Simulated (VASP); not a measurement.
# Li4H3F (P1) in VASP: a series of runs

The runs below take Li4H3F through single point, relaxation of volume and atoms at fixed shape, with PBEsol, r2SCAN.

Everything below comes from runs of VASP 6.6.1. Logs are shortened: lines on timing, memory, paths and dates and some standing lists are left out, and cuts for length are marked.

## 1. The cell of the first run

The typed cell holds 64 atoms: a = 7.998 Å, b = 7.998 Å, c = 7.998 Å, α = 90.00°, β = 90.00°, γ = 90.00°.

## 2. Single point, PBEsol

Input file INCAR:

```
SYSTEM = Li4H3F
  ALGO = Normal
  EDIFF = 1E-6
  ENCUT = 880
  GGA = PS
  GGA_COMPAT = .FALSE.
  ISIF = 2
  ISMEAR = -1
  ISYM = -1
  LASPH = .TRUE.
  LCHARG = .TRUE.
  LELF = .TRUE.
  LREAL = Auto
  LVHAR = .TRUE.
  LWAVE = .FALSE.
  NBANDS = 126
  NELM = 120
  PREC = Accurate
  SIGMA = 0.05
```

Input file KPOINTS:

```
explicit points
1
Reciprocal
  0.25000000   0.25000000   0.25000000 1
```

Input file POSCAR:

```
Li4H3F
1.0
    7.9978999321      0.0000000000      0.0000000000
    0.0000000000      7.9978999321      0.0000000000
    0.0000000000      0.0000000000      7.9978999321
H F Li
24 8 32
Direct
    0.2532640000      0.9992540000      0.9998840000
    0.2510300000      0.0005570000      0.5012880000
    0.2515750000      0.5000860000      0.9986940000
    0.7484250000      0.0006750000      0.5018390000
    0.7484530000      0.4995890000      0.9978730000
    0.7494720000      0.4997020000      0.5027780000
    0.9987850000      0.2498850000      0.5013570000
    0.0020410000      0.7479240000      0.9981270000
    0.0004540000      0.7501790000      0.5024250000
    0.4990980000      0.2503880000      0.9996480000
    0.5001530000      0.2494740000      0.5012660000
    0.4989630000      0.7501230000      0.9986980000
    0.5001520000      0.7523290000      0.5021810000
    0.9997450000      0.5001500000      0.7498000000
    0.4988270000      0.0005420000      0.2515220000
    0.4997260000      0.9997320000      0.7501340000
    0.5004090000      0.5001690000      0.7503990000
    0.2521210000      0.2480420000      0.2504880000
    0.2511150000      0.2500600000      0.7502440000
    0.2508430000      0.7515020000      0.2495080000
    0.2510460000      0.7500150000      0.7504390000
    0.7478010000      0.2499430000      0.2520450000
    0.7478710000      0.2507610000      0.7493020000
    0.7490490000      0.7484590000      0.7492430000
    0.2502700000      0.5002140000      0.4988470000
    0.7509870000      0.9995620000      0.0005630000
    0.9997600000      0.2489210000      0.0011090000
    0.9994920000      0.9997050000      0.2498350000
    0.9997290000      0.0003750000      0.7517600000
    0.0002150000      0.4996130000      0.2501400000
    0.5001900000      0.5011900000      0.2512050000
    0.7505930000      0.7494890000      0.2497710000
    0.0001930000      0.0004470000      0.0004820000
    0.0000990000      0.0008710000      0.5014760000
    0.0007380000      0.4981070000      0.0002930000
    0.0009680000      0.4991920000      0.5000200000
    0.5006840000      0.0005500000      0.0001220000
    0.4995660000      0.0001550000      0.5013430000
    0.4995200000      0.4994980000      0.0005900000
    0.4987740000      0.5001620000      0.4998830000
    0.2507610000      0.2495120000      0.9997550000
    0.2511270000      0.2508370000      0.5011580000
    0.2519880000      0.7497480000      0.9982220000
    0.2508230000      0.7496330000      0.5014180000
    0.7495590000      0.2488270000      0.9990720000
    0.7485410000      0.2497060000      0.5021450000
    0.7491560000      0.7503840000      0.0001010000
    0.7487630000      0.7500920000      0.5010660000
    0.2500410000      0.9995900000      0.2508020000
    0.2496200000      0.9995100000      0.7501310000
    0.2508330000      0.5005550000      0.2514510000
    0.2505850000      0.5002950000      0.7483250000
    0.7503310000      0.9988220000      0.2501700000
    0.7507530000      0.9995440000      0.7513220000
    0.7490580000      0.5007600000      0.2509040000
    0.7490340000      0.5007450000      0.7494460000
    0.9996640000      0.2494990000      0.2495400000
    0.9994000000      0.2488750000      0.7519590000
    0.9995060000      0.7497530000      0.2501150000
    0.0000130000      0.7508790000      0.7503240000
    0.4999160000      0.2511150000      0.2511280000
    0.4998760000      0.2499650000      0.7502190000
    0.5007620000      0.7493630000      0.2502030000
    0.5002350000      0.7502110000      0.7503790000
```

Potentials or basis: VASP PAW PBE potentials, release 64 (H, F, Li_sv).

Launch:

```
> cat potpaw_PBE.64/H/POTCAR potpaw_PBE.64/F/POTCAR potpaw_PBE.64/Li_sv/POTCAR > POTCAR
> mpirun -np 1 vasp_std > vasp.out
```

OUTCAR:

```text
SYSTEM = Li4H3F
   EDIFF = 1E-6
   ENCUT = 880
   GGA = PS
   ISIF = 2
   ISMEAR = -1
   ISYM = -1
   LASPH = .TRUE.
   LREAL = Auto
   NELM = 120
   PREC = Accurate

 ion  position               nearest neighbor table
   1  0.253  0.999  1.000-
   2  0.251  0.001  0.501-
   3  0.252  0.500  0.999-
   4  0.748  0.001  0.502-
   5  0.748  0.500  0.998-
   6  0.749  0.500  0.503-
[... 16 lines left out ...]
  23  0.748  0.251  0.749-
  24  0.749  0.748  0.749-
  25  0.250  0.500  0.499-  51 1.98  40 1.99  36 1.99  42 1.99  44 1.99  52 2.00
  26  0.751  1.000  0.001-  47 1.99  33 1.99  54 1.99  45 1.99  53 2.00  37 2.00
  27  1.000  0.249  0.001-  57 1.99  33 1.99  58 1.99  35 1.99  45 2.00  41 2.01
  28  0.999  1.000  0.250-  53 1.99  33 1.99  57 2.00  59 2.00  49 2.00  34 2.01
  29  1.000  0.000  0.752-  58 1.99  33 1.99  54 1.99  60 2.00  50 2.00  34 2.00
  30  0.000  0.500  0.250-  35 2.00  36 2.00  57 2.00  59 2.00  51 2.00  55 2.01
  31  0.500  0.501  0.251-  63 1.98  40 1.99  55 1.99  51 1.99  61 2.00  39 2.00
  32  0.751  0.749  0.250-  55 1.99  59 1.99  53 1.99  47 2.00  63 2.00  48 2.01
  33  0.000  0.000  0.000-  27 1.99  29 1.99  26 1.99  28 1.99
  34  0.000  0.001  0.501-  29 2.00  28 2.01
  35  0.001  0.498  0.000-  27 1.99  30 2.00
  36  0.001  0.499  0.500-  25 1.99  30 2.00
  37  0.501  0.001  0.000-  26 2.00
  38  0.500  0.000  0.501-
  39  0.500  0.499  0.001-  31 2.00
  40  0.499  0.500  0.500-  25 1.99  31 1.99
  41  0.251  0.250  1.000-  27 2.01
  42  0.251  0.251  0.501-  25 1.99
  43  0.252  0.750  0.998-
  44  0.251  0.750  0.501-  25 1.99
  45  0.750  0.249  0.999-  26 1.99  27 2.00
  46  0.749  0.250  0.502-
  47  0.749  0.750  0.000-  26 1.99  32 2.00
  48  0.749  0.750  0.501-  32 2.01
  49  0.250  1.000  0.251-  28 2.00
  50  0.250  1.000  0.750-  29 2.00
  51  0.251  0.501  0.251-  25 1.98  31 1.99  30 2.00
  52  0.251  0.500  0.748-  25 2.00
  53  0.750  0.999  0.250-  28 1.99  32 1.99  26 2.00
  54  0.751  1.000  0.751-  29 1.99  26 1.99
  55  0.749  0.501  0.251-  32 1.99  31 1.99  30 2.01
  56  0.749  0.501  0.749-
  57  1.000  0.249  0.250-  27 1.99  28 2.00  30 2.00
  58  0.999  0.249  0.752-  29 1.99  27 1.99
  59  1.000  0.750  0.250-  32 1.99  28 2.00  30 2.00
  60  0.000  0.751  0.750-  29 2.00
  61  0.500  0.251  0.251-  31 2.00
  62  0.500  0.250  0.750-
  63  0.501  0.749  0.250-  31 1.98  32 2.00
  64  0.500  0.750  0.750-

IMPORTANT INFORMATION: All symmetrisations will be switched off!
NOSYMM: (Re-)initialisation of all symmetry stuff for point group C_1.

----------------------------------------------------------------------------------------

                                     Primitive cell

  volume of cell :     511.5969

  direct lattice vectors                    reciprocal lattice vectors
     7.997899932  0.000000000  0.000000000     0.125032822  0.000000000  0.000000000
     0.000000000  7.997899932  0.000000000     0.000000000  0.125032822  0.000000000
     0.000000000  0.000000000  7.997899932     0.000000000  0.000000000  0.125032822

  length of vectors
     7.997899932  7.997899932  7.997899932     0.125032822  0.125032822  0.125032822

  position of ions in fractional coordinates (direct lattice)
     0.253264000  0.999254000  0.999884000
     0.251030000  0.000557000  0.501288000
     0.251575000  0.500086000  0.998694000
     0.748425000  0.000675000  0.501839000
     0.748453000  0.499589000  0.997873000
     0.749472000  0.499702000  0.502778000
[... 56 lines left out ...]
     0.500762000  0.749363000  0.250203000
     0.500235000  0.750211000  0.750379000

  ion indices of the primitive-cell ions
   primitive index   ion index
                 1           1
                 2           2
                 3           3
                 4           4
                 5           5
                 6           6
[... 56 lines left out ...]
                63          63
                64          64

----------------------------------------------------------------------------------------

 KPOINTS: explicit points

Read explicit list of k-points.

 Found      1 k-points:

 Following reciprocal coordinates:
            Coordinates               Weight
  0.250000  0.250000  0.250000      1.000000
   k-points           NKPTS =      1   k-points in BZ     NKDIM =      1   number of bands    NBANDS=    126
   number of dos      NEDOS =    301   number of ions     NIONS =     64
   total plane-waves  NPLWV = 512000
   dimension x,y,z NGX =    80 NGY =   80 NGZ =   80
   dimension x,y,z NGXF=   160 NGYF=  160 NGZF=  160
   ions per type =              24   8  32
   NGX,Y,Z   is equivalent  to a cutoff of  16.63, 16.63, 16.63 a.u.
   NGXF,Y,Z  is equivalent  to a cutoff of  33.26, 33.26, 33.26 a.u.
 SYSTEM =  Li4H3F
   PREC   = accura    normal or accurate (medium, high low for compatibility)
   ISTART =      0    job   : 0-new  1-cont  2-samecut
   ICHARG =      2    charge: 1-file 2-atom 10-const
   ISPIN  =      1    spin polarized calculation?
   LNONCOLLINEAR =      F non collinear calculations
   LSORBIT =      F    spin-orbit coupling
   LASPH  =      T    aspherical Exc in radial PAW
   ENCUT  =  880.0 eV  64.68 Ry    8.04 a.u.  19.35 19.35 19.35*2*pi/ulx,y,z
   NELM   =    120;   NELMIN=  2; NELMDL= -5     # of ELM steps
   EDIFF  = 0.1E-05   stopping-criterion for ELM
   LREAL  =      T    real-space projection
   EDIFFG = 0.1E-04   stopping-criterion for IOM
   NSW    =      0    number of steps for IOM
   IBRION =     -1    ionic relax: 0-MD 1-quasi-New 2-CG
   NFREE  =      0    steps in history (QN), initial steepest desc. (CG)
   ISIF   =      2    stress and relaxation
   ISYM   =     -1    0-nonsym 1-usesym 2-fastsym
   POTIM  = 0.5000    time-step for ionic-motion
   TEBEG  =    0.0;   TEEND  =   0.0 temperature during run
   PSTRESS=    0.0 pullay stress
   NELECT =     176.0000    total number of electrons
   NUPDOWN=      -1.0000    fix difference up-down
   EMIN   =  10.00;   EMAX   =-10.00  energy-range for DOS
   EFERMI =   0.00;   METHOD = LEGACY
   ISMEAR =    -1;   SIGMA  =   0.05  broadening in eV -4-tet -1-fermi 0-gaus
   EFERMI_NEDOS =   21; number of points for ismear=-14 and -15
   IALGO  =     38    algorithm
   IMIX   =      4    mixing-type and parameters
     AMIX     =   0.40;   BMIX     =  1.00
     AMIX_MAG =   1.60;   BMIX_MAG =  1.00
  volume/ion in A,a.u.               =       7.99        53.94
  Fermi-wavevector in a.u.,A,eV,Ry     =   1.147105  2.167714 17.903217  1.315849
  Thomas-Fermi vector in A             =   2.283786
   LORBIT       =      0    0 simple, 1 ext, 2 COOP (PROOUT), +10 PAW based schemes
   GGA     = PS    functional components
   LHFCALC =     F    Hartree Fock is set to
   AEXX    =    0.0000 exact exchange contribution
   IVDW    =     0    specifies the selected vdW correction
   LEPSILON=     F    determine dielectric tensor
   LRPA    =     F    only Hartree local field effects (RPA)
 non-spin polarized calculation
  energy-cutoff  :      880.00
  volume of cell :      511.60
 maximum number of plane-waves:     30343
 NGX is ok and might be reduce to    80
   NGX = 39   NGY = 39   NGZ = 39

 number of electron     176.0000116 magnetization

 Free energy of the ion-electron system (eV)
  ---------------------------------------------------
  ext. energy  EPLUGINS =         0.00000000
  ---------------------------------------------------
  free energy    TOTEN  =      -224.88806665 eV

  energy without entropy =     -224.88806665  energy(sigma->0) =     -224.88806665

 E-fermi :   1.4551     XC(G=0):  -9.0510

 val. band max:        0.2005205945   @ k =   0.2500   0.2500   0.2500
 cond. band min:       4.9859618056   @ k =   0.2500   0.2500   0.2500
 fundamental gap:      4.7854412111
 Fermi energy:         1.4550770172

 k-point     1 :       0.2500    0.2500    0.2500
  band No.  band energies     occupation
      1     -43.0464      2.00000
      2     -43.0214      2.00000
      3     -43.0103      2.00000
      4     -43.0076      2.00000
      5     -42.9991      2.00000
      6     -42.9822      2.00000
[... 92 lines left out ...]
     99       6.4184      0.00000
    100       6.5751      0.00000
 [bands above 100 left out]

------------------------ aborting loop because EDIFF is reached ----------------------------------------

  FORCE on cell =-STRESS in cart. coord.  units (eV):
  Direction    XX          YY          ZZ          XY          YZ          ZX
  --------------------------------------------------------------------------------------
  -------------------------------------------------------------------------------------
  Total        0.3003658      0.5543216      0.5431558     -0.0657253     -0.0731309     -0.1042598
  in kB        0.9406611      1.7359792      1.7010108     -0.2058330     -0.2290255     -0.3265125
  external PRESSURE =       1.4592170 kB  Pullay stress =       0.0000000 kB

 VOLUME and BASIS-vectors are now :
 -----------------------------------------------------------------------------
  energy-cutoff  :      880.00
  volume of cell :      511.60
      direct lattice vectors                 reciprocal lattice vectors
     7.997899932  0.000000000  0.000000000     0.125032822  0.000000000  0.000000000
     0.000000000  7.997899932  0.000000000     0.000000000  0.125032822  0.000000000
     0.000000000  0.000000000  7.997899932     0.000000000  0.000000000  0.125032822

 POSITION                                       TOTAL-FORCE (eV/Angst)
 -----------------------------------------------------------------------------------
      2.02558      7.99193      7.99697         0.003606      0.000952      0.005299
      2.00771      0.00445      4.00925        -0.000849     -0.005372      0.005924
      2.01207      3.99964      7.98745         0.005259      0.004524     -0.005762
      5.98583      0.00540      4.01366         0.001153     -0.000226      0.005826
      5.98605      3.99566      7.98089        -0.004547     -0.004584      0.001390
      5.99420      3.99657      4.02117         0.004073      0.003613      0.004616
[... 56 lines left out ...]
      4.00504      5.99333      2.00110        -0.010186      0.015896     -0.003889
      4.00083      6.00011      6.00146        -0.006777     -0.005748     -0.010679
 -----------------------------------------------------------------------------------
    total drift:                                0.020905      0.032987     -0.201716

  FREE ENERGIE OF THE ION-ELECTRON SYSTEM (eV)
  ---------------------------------------------------
  free  energy   TOTEN  =      -224.8880666471 eV

  energy  without entropy=     -224.8880666471  energy(sigma->0) =     -224.88806665
```

It took 3.2 min on 1 thread of Intel Xeon 6975P-C (Granite Rapids), shared host; peak memory 0.96 GiB.

Results:

| Property | Result |
| --- | --- |
| Free energy | -224.8881 eV |
| Pressure | 0.1 GPa |
| Largest force | 0.038 eV/Å |
| Band gap on the k mesh | 4.79 eV |

Forces in eV/Å, atoms in the order of the input:
```
H    0.004  0.001  0.005
H   -0.001 -0.005  0.006
H    0.005  0.005 -0.006
H    0.001  0.000  0.006
H   -0.005 -0.005  0.001
H    0.004  0.004  0.005
H   -0.001 -0.001  0.008
H   -0.003  0.000  0.005
H    0.002  0.001  0.008
H   -0.003 -0.004 -0.003
H   -0.003 -0.003  0.007
H   -0.006 -0.003  0.004
H    0.003  0.004  0.002
H    0.001 -0.001  0.006
H    0.002  0.000  0.003
H   -0.002 -0.001  0.004
H   -0.001  0.000  0.008
H    0.001  0.002  0.003
H   -0.003  0.003 -0.001
H    0.006 -0.005  0.009
H    0.000 -0.003 -0.003
H   -0.002 -0.001  0.003
H    0.005 -0.004 -0.004
H   -0.006 -0.001 -0.002
F    0.004 -0.004  0.009
F   -0.012  0.000 -0.002
F   -0.002  0.009  0.003
F    0.002 -0.006  0.017
F   -0.003  0.000 -0.002
F   -0.001 -0.010  0.005
F   -0.004 -0.003  0.004
F   -0.006 -0.007  0.012
Li  -0.011 -0.015 -0.010
Li  -0.006 -0.008 -0.022
Li  -0.011  0.027  0.002
Li  -0.014  0.010 -0.004
Li  -0.007 -0.006  0.000
Li   0.010 -0.002 -0.023
Li   0.006  0.005 -0.002
Li   0.020 -0.001  0.002
Li  -0.021  0.004  0.010
Li  -0.022 -0.010 -0.026
Li  -0.018 -0.008  0.022
Li  -0.005  0.009 -0.012
Li   0.019  0.015  0.022
Li   0.014  0.009 -0.015
Li   0.019  0.006  0.000
Li   0.021 -0.004 -0.013
Li  -0.009 -0.001 -0.007
Li   0.012  0.021 -0.006
Li  -0.021 -0.008 -0.009
Li  -0.011 -0.002  0.022
Li   0.003  0.019  0.003
Li  -0.017  0.001 -0.022
Li   0.035 -0.011 -0.010
Li   0.024 -0.015  0.011
Li   0.001  0.009  0.013
Li   0.004  0.012 -0.018
Li   0.017  0.013 -0.007
Li  -0.001 -0.019  0.006
Li   0.001 -0.023 -0.016
Li   0.004  0.001  0.004
Li  -0.010  0.016 -0.004
Li  -0.007 -0.006 -0.011
```

Caveat: the PAW data sets were made with another functional, which shifts forces and pressure a little; a shifted mesh leaves out Γ, where band edges can lie. A k mesh can miss the band edges.

(Part 1 of 2 ends here.)
